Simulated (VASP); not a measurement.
# SbRh3 (Pm-3m) in VASP: notebook

The runs below take SbRh3 through single point, with LDA.

Everything below comes from runs of VASP 6.6.1. Logs are shortened: lines on timing, memory, paths and dates and some standing lists are left out, and cuts for length are marked.

## 1. The cell of the first run

It takes space group Pm-3m (No. 221, cubic). The conventional cell has a = 3.955 Å, b = 3.955 Å, c = 3.955 Å, α = 90.00°, β = 90.00°, γ = 90.00°. Within 3.7 Å of Sb (site symmetry m-3m) lie 12 Rh at 2.80 Å. Within 3.7 Å of Rh (site symmetry 4/mmm) lie 4 Sb at 2.80 Å and 8 Rh at 2.80 Å.

## 2. Single point, LDA

File INCAR:

```
PREC = Accurate
ENCUT = 520
EDIFF = 1E-6
ISMEAR = -1
SIGMA = 0.2
LREAL = F
LASPH = T
NELM = 60
ALGO = Normal
ISIF = 2
LWAVE = F
LCHARG = F
GGA = CA
NBANDS = 33
```

File KPOINTS:

```
Automatic mesh
0
Gamma
  6 6 6
```

File POSCAR:

```
SbRh3
1.0
    3.9548681125      0.0000000000      0.0000000000
    0.0000000000      3.9548681125      0.0000000000
    0.0000000000      0.0000000000      3.9548681125
Sb Rh
1 3
Direct
    0.0000000000      0.0000000000      0.0000000000
    0.5000000000      0.5000000000      0.0000000000
    0.5000000000      0.0000000000      0.5000000000
    0.0000000000      0.5000000000      0.5000000000
```

Potentials or basis: VASP PAW LDA potentials, release 64 (Sb, Rh_pv).

On the command line:

```bash
$ cat potpaw_LDA.64/Sb/POTCAR potpaw_LDA.64/Rh_pv/POTCAR > POTCAR
$ mpirun -np 1 vasp_std > vasp.out
```

OUTCAR:

```text
PREC = Accurate
   ENCUT = 520
   EDIFF = 1E-6
   ISMEAR = -1
   LREAL = F
   LASPH = T
   NELM = 60
   ISIF = 2
   GGA = CA

 ion  position               nearest neighbor table
   1  0.000  0.000  0.000-   2 2.80   3 2.80   4 2.80   3 2.80   4 2.80   2 2.80   4 2.80   4 2.80
                             2 2.80   3 2.80   3 2.80   2 2.80
   2  0.500  0.500  0.000-   1 2.80   3 2.80   4 2.80   3 2.80   4 2.80   1 2.80   3 2.80   3 2.80
                             1 2.80   4 2.80   4 2.80   1 2.80
   3  0.500  0.000  0.500-   1 2.80   2 2.80   4 2.80   1 2.80   2 2.80   2 2.80   4 2.80   2 2.80
                             1 2.80   4 2.80   1 2.80   4 2.80
   4  0.000  0.500  0.500-   1 2.80   2 2.80   3 2.80   1 2.80   2 2.80   1 2.80   3 2.80   1 2.80
                             2 2.80   3 2.80   2 2.80   3 2.80

  LATTYP: Found a simple cubic cell.
 ALAT       =     3.9548681125

  Lattice vectors:

 A1 = (   3.9548681125,   0.0000000000,   0.0000000000)
 A2 = (   0.0000000000,   3.9548681125,   0.0000000000)
 A3 = (   0.0000000000,   0.0000000000,   3.9548681125)

Analysis of symmetry for initial positions (statically):
=====================================================================
 Subroutine PRICEL returns:
 Original cell was already a primitive cell.

 Routine SETGRP: Setting up the symmetry group for a
 simple cubic supercell.

 Subroutine GETGRP returns: Found 48 space group operations
 (whereof 48 operations were pure point group operations)
 out of a pool of 48 trial point group operations.

The static configuration has the point symmetry O_h .

Analysis of symmetry for dynamics (positions and initial velocities):
=====================================================================
 Subroutine PRICEL returns:
 Original cell was already a primitive cell.

 Routine SETGRP: Setting up the symmetry group for a
 simple cubic supercell.

 Subroutine GETGRP returns: Found 48 space group operations
 (whereof 48 operations were pure point group operations)
 out of a pool of 48 trial point group operations.

The dynamic configuration has the point symmetry O_h .

 Subroutine INISYM returns: Found 48 space group operations
 (whereof 48 operations are pure point group operations),
 and found     1 'primitive' translations

----------------------------------------------------------------------------------------

                                     Primitive cell

  volume of cell :      61.8580
[... 87 lines left out ...]
   NELM   =     60;   NELMIN=  2; NELMDL= -5     # of ELM steps
   EDIFF  = 0.1E-05   stopping-criterion for ELM
   LREAL  =      F    real-space projection
   EDIFFG = 0.1E-04   stopping-criterion for IOM
   NSW    =      0    number of steps for IOM
   IBRION =     -1    ionic relax: 0-MD 1-quasi-New 2-CG
   NFREE  =      0    steps in history (QN), initial steepest desc. (CG)
   ISIF   =      2    stress and relaxation
   ISYM   =      2    0-nonsym 1-usesym 2-fastsym
   POTIM  = 0.5000    time-step for ionic-motion
   TEBEG  =    0.0;   TEEND  =   0.0 temperature during run
   PSTRESS=    0.0 pullay stress
   NELECT =      50.0000    total number of electrons
   NUPDOWN=      -1.0000    fix difference up-down
   EMIN   =  10.00;   EMAX   =-10.00  energy-range for DOS
   EFERMI =   0.00;   METHOD = LEGACY
   ISMEAR =    -1;   SIGMA  =   0.20  broadening in eV -4-tet -1-fermi 0-gaus
   EFERMI_NEDOS =   21; number of points for ismear=-14 and -15
   IALGO  =     38    algorithm
   IMIX   =      4    mixing-type and parameters
     AMIX     =   0.40;   BMIX     =  1.00
     AMIX_MAG =   1.60;   BMIX_MAG =  1.00
  volume/ion in A,a.u.               =      15.46       104.36
  Fermi-wavevector in a.u.,A,eV,Ry     =   1.524987  2.881808 31.641512  2.325586
  Thomas-Fermi vector in A             =   2.633219
   LORBIT       =      0    0 simple, 1 ext, 2 COOP (PROOUT), +10 PAW based schemes
   GGA     = CA    functional components
   LHFCALC =     F    Hartree Fock is set to
   AEXX    =    0.0000 exact exchange contribution
   IVDW    =     0    specifies the selected vdW correction
   LEPSILON=     F    determine dielectric tensor
   LRPA    =     F    only Hartree local field effects (RPA)
 non-spin polarized calculation
  energy-cutoff  :      520.00
  volume of cell :       61.86
 maximum number of plane-waves:      1743
 NGX is ok and might be reduce to    30
   NGX = 15   NGY = 15   NGZ = 15

 number of electron      49.9999957 magnetization

 Free energy of the ion-electron system (eV)
  ---------------------------------------------------
  ext. energy  EPLUGINS =         0.00000000
  ---------------------------------------------------
  free energy    TOTEN  =       -31.97333835 eV

  energy without entropy =      -31.55178666  energy(sigma->0) =      -31.76256251

 E-fermi :  11.5620     XC(G=0): -13.4256

 val. band max:       11.4899232768   @ k =   0.1667   0.1667   0.0000
 cond. band min:      11.6412228310   @ k =   0.5000   0.3333   0.1667
 fundamental gap:      0.1512995542
 Fermi energy:        11.5619949240

 k-point     1 :       0.0000    0.0000    0.0000
  band No.  band energies     occupation
      1     -34.5493      2.00000
      2     -34.5493      2.00000
      3     -34.5493      2.00000
      4     -34.3629      2.00000
      5     -34.3629      2.00000
      6     -34.3629      2.00000
[... 709 lines left out ...]
     32      17.0876      0.00000
     33      24.1303      0.00000

------------------------ aborting loop because EDIFF is reached ----------------------------------------

  FORCE on cell =-STRESS in cart. coord.  units (eV):
  Direction    XX          YY          ZZ          XY          YZ          ZX
  --------------------------------------------------------------------------------------
  -------------------------------------------------------------------------------------
  Total       -4.3899078     -4.3899078     -4.3899078      0.0000000     -0.0000000      0.0000000
  in kB     -113.7024877   -113.7024877   -113.7024877      0.0000000     -0.0000000      0.0000000
  external PRESSURE =    -113.7024877 kB  Pullay stress =       0.0000000 kB

 VOLUME and BASIS-vectors are now :
 -----------------------------------------------------------------------------
  energy-cutoff  :      520.00
  volume of cell :       61.86
      direct lattice vectors                 reciprocal lattice vectors
     3.954868112  0.000000000  0.000000000     0.252852933  0.000000000  0.000000000
     0.000000000  3.954868112  0.000000000     0.000000000  0.252852933  0.000000000
     0.000000000  0.000000000  3.954868112     0.000000000  0.000000000  0.252852933

 POSITION                                       TOTAL-FORCE (eV/Angst)
 -----------------------------------------------------------------------------------
      0.00000      0.00000      0.00000         0.000000      0.000000      0.000000
      1.97743      1.97743      0.00000         0.000000      0.000000      0.000000
      1.97743      0.00000      1.97743         0.000000      0.000000      0.000000
      0.00000      1.97743      1.97743         0.000000      0.000000      0.000000
 -----------------------------------------------------------------------------------
    total drift:                                0.000000      0.000000     -0.000000

  FREE ENERGIE OF THE ION-ELECTRON SYSTEM (eV)
  ---------------------------------------------------
  free  energy   TOTEN  =       -31.9733383545 eV

  energy  without entropy=      -31.5517866567  energy(sigma->0) =      -31.76256251
```

Run time: 24 s. Hardware: 1 thread of Intel Xeon Platinum 8375C at 2.90GHz (Ice Lake), shared host; peak memory 0.17 GiB.

Results:

- Free energy: -31.9733 eV
- Pressure: -11.4 GPa
- Band gap on the k mesh: zero (band 25 reaches 12.02 eV, above the bottom of band 26 at 10.70 eV)

Caveat: spin-orbit coupling is left out, which moves the levels of the heavy elements.

## 3. Single point, LDA

This run uses another cell than the first one, of 15.77 Å³/atom, 1.020 times its volume.

File INCAR:

```
SYSTEM = SbRh3
PREC = Accurate
ENCUT = 520
EDIFF = 1E-6
ISMEAR = -1
SIGMA = 0.2
LREAL = .False.
LASPH = .True.
NELM = 60
ALGO = Normal
ISIF = 2
LWAVE = .False.
LCHARG = .False.
GGA = CA
NBANDS = 33
```

File KPOINTS:

```
Automatic mesh
0
Gamma
  6 6 6
  0 0 0
```

File POSCAR:

```
SbRh3
1.0
    3.9805497938      0.0000000000      0.0000000000
    0.0000000000      3.9805497938      0.0000000000
    0.0000000000      0.0000000000      3.9805497938
Sb Rh
1 3
Direct
    0.0000000000      0.0000000000      0.0000000000
    0.5000000000      0.5000000000      0.0000000000
    0.5000000000      0.0000000000      0.5000000000
    0.0000000000      0.5000000000      0.5000000000
```

Potentials or basis: VASP PAW LDA potentials, release 64 (Sb, Rh_pv).

On the command line:

```bash
$ cat potpaw_LDA.64/Sb/POTCAR potpaw_LDA.64/Rh_pv/POTCAR > POTCAR
$ mpirun -np 1 vasp_std > vasp.out
```

It took 27 s on 1 thread of Intel Xeon Platinum 8375C at 2.90GHz (Ice Lake), shared host; peak memory 0.16 GiB.

It converged, with:

| Item | Value |
| --- | --- |
| Free energy | -31.8748 eV |
| Pressure | -14.8 GPa |
| Band gap on the k mesh | zero (band 25 reaches 11.67 eV, above the bottom of band 26 at 10.39 eV) |

Levels at points of the mesh, in eV from the Fermi level:
```tsv
k point	band 22	band 23	band 24	band 25	band 26	band 27	band 28	band 29
(0.00, 0.00, 0.00)	-1.49	-0.22	-0.22	0.44	0.89	0.89	0.89	2.66
(0.50, 0.00, 0.00)	-1.40	-1.31	-1.11	-0.13	0.89	2.74	3.24	3.24
(0.50, 0.50, 0.00)	-1.55	-1.04	-1.02	-0.89	-0.84	1.53	1.53	4.90
(0.50, 0.50, 0.50)	-1.46	-1.07	-1.07	0.34	0.51	0.51	0.51	0.67
```

Caveat: spin-orbit coupling is left out, which moves the levels of the heavy elements.

## 4. Single point, LDA

This run uses another cell than the first one, of 16.07 Å³/atom, 1.039 times its volume.

File INCAR:

```
SYSTEM = SbRh3
  ALGO = Normal
  EDIFF = 1E-6
  ENCUT = 520
  ISIF = 2
  ISMEAR = -1
  LASPH = .TRUE.
  LCHARG = .TRUE.
  LELF = .TRUE.
  LREAL = .FALSE.
  LVHAR = .TRUE.
  LWAVE = .FALSE.
  NBANDS = 33
  NELM = 100
  PREC = Accurate
  SIGMA = 0.2
```

File KPOINTS:

```
k-points
0
G
  6 6 6
  0 0 0
```

File POSCAR:

```
SbRh3
1.0
    4.0059042978      0.0000000000      0.0000000000
    0.0000000000      4.0059042978      0.0000000000
    0.0000000000      0.0000000000      4.0059042978
Sb Rh
1 3
Direct
    0.0000000000      0.0000000000      0.0000000000
    0.5000000000      0.5000000000      0.0000000000
    0.5000000000      0.0000000000      0.5000000000
    0.0000000000      0.5000000000      0.5000000000
```

On the command line:

```bash
$ cat potpaw_LDA.64/Sb/POTCAR potpaw_LDA.64/Rh_pv/POTCAR > POTCAR
$ mpirun -np 1 vasp_std > vasp.out
```

It took 27 s on 1 thread of Intel Xeon Platinum 8375C at 2.90GHz (Ice Lake), shared host; peak memory 0.17 GiB.

It converged, with:

```
Free energy            : -31.7524 eV
Pressure               : -17.7 GPa
Band gap on the k mesh : zero (band 25 reaches 11.34 eV, above the bottom of band 26 at 10.10 eV)
```

Levels at points of the mesh, in eV from the Fermi level:
```csv
k point,band 23,band 24,band 25,band 26,band 27,band 28
"(0.00, 0.00, 0.00)",-0.22,-0.22,0.43,0.85,0.85,0.85
"(0.50, 0.00, 0.00)",-1.27,-1.07,-0.13,0.86,2.64,3.16
"(0.50, 0.50, 0.00)",-1.02,-0.99,-0.88,-0.82,1.49,1.49
"(0.50, 0.50, 0.50)",-1.04,-1.04,0.27,0.49,0.49,0.49
```

Caveat: spin-orbit coupling is left out, which moves the levels of the heavy elements.

## 5. Overview

```tsv
cell	gap on the mesh (eV)	pressure (GPa)
a = 3.955 Å, 4 atoms	none	-11.4
a = 3.981 Å, 4 atoms	none	-14.8
a = 4.006 Å, 4 atoms	none	-17.7
```

Alike in all rows: task single point; level LDA; potentials or basis VASP PAW LDA potentials, release 64 (Sb, Rh_pv); no spin polarisation; k mesh 6 × 6 × 6; cutoff (eV) 520; smearing fermi-dirac 0.2 eV.

Caveats: spin-orbit coupling is left out, which moves the levels of the heavy elements.

Total energies depend on the potentials used, so only differences within one code and one set of settings carry meaning.
